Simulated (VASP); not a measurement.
Here is a VASP 6.6.1 calculation.

The input INCAR:

```
SYSTEM = Al2O3
  ALGO = Normal
  EDIFF = 1E-6
  ENCUT = 520
  GGA = PE
  ISIF = 2
  ISMEAR = 0
  IVDW = 12
  LASPH = .TRUE.
  LCHARG = .FALSE.
  LREAL = .FALSE.
  LWAVE = .FALSE.
  NBANDS = 20
  NELM = 60
  PREC = Accurate
  SIGMA = 0.05
```

KPOINTS

```
k-points
0
G
  9 9 4
  0 0 0
```

The input POSCAR:

```
Al2O3
1.0
    2.9245000000      0.0000000000      0.0000000000
   -1.4622500000      2.5326912934      0.0000000000
    0.0000000000      0.0000000000      7.9529000000
Al O
2 3
Direct
    0.0000000000      0.0000000000      0.1907358529
    0.0000000000      0.0000000000      0.8092641471
    0.3333333333      0.6666666667      0.2840924954
    0.6666666667      0.3333333333      0.0000000000
    0.3333333333      0.6666666667      0.7159075046
```

Potentials or basis: VASP PAW PBE potentials, release 64 (Al, O).

Command:

```console
$ cat potpaw_PBE.64/Al/POTCAR potpaw_PBE.64/O/POTCAR > POTCAR
$ mpirun -np 1 vasp_std > vasp.out
```

What does it give for the pressure?

-15.1 GPa.

Estimate the dispersion energy per atom.

-0.171 eV.

Estimate the band gap on the k mesh.

4.02 eV, indirect (the least direct gap lies 1.0 meV higher).

Predict the largest force.

1.432 eV/Å.

Forces in eV/Å, atoms in the order of the input:
```
Al   0.000  0.000 -0.322
Al   0.000  0.000  0.322
O    0.000  0.000 -1.432
O    0.000  0.000  0.000
O    0.000  0.000  1.432
```

Caveat: forces of over 1 eV/Å act on the atoms, so gaps and moduli don't describe the material at rest. A k mesh can miss the band edges.
